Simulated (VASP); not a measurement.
K: single point with r2SCAN

Crystal: K.

```
CELL_PARAMETERS angstrom
-2.61482 2.61482 2.61482
2.61482 -2.61482 2.61482
2.61482 2.61482 -2.61482
ATOMIC_POSITIONS crystal
K 0.00000 0.00000 0.00000
```

```yaml
Program: VASP 6.6.1
Task: single point
Functional: r2SCAN
Potentials_or_basis: VASP PAW PBE potentials, release 64 (K_sv)
Cutoff: 520 eV
k_mesh: 12 × 12 × 12
Occupations: gaussian, width 0.1 eV
Spin: no spin polarisation
```

| Property | Result |
| --- | --- |
| Pressure | 0.2 GPa |
| Band gap on the k mesh | zero (an odd number of electrons rules out a gap without spin polarisation) |

Levels at points of the mesh, in eV from the Fermi level:
```
           k point  band 2  band 3  band 4  band 5  band 6  band 7
(0.00, 0.00, 0.00)  -16.29  -16.29  -16.29   -2.33    4.80    4.80
(0.50, 0.00, 0.00)  -16.37  -16.31  -16.29    0.59    0.67    3.52
(0.50, 0.50, 0.50)  -16.34  -16.34  -16.34    1.78    1.78    3.88
```

It took 77 s on 1 thread of Intel(R) Xeon(R) 6975P-C (Granite Rapids), on a shared host, peak memory 0.23 GiB.

Caveat: the PAW data sets were made with another functional, which shifts forces and pressure a little.
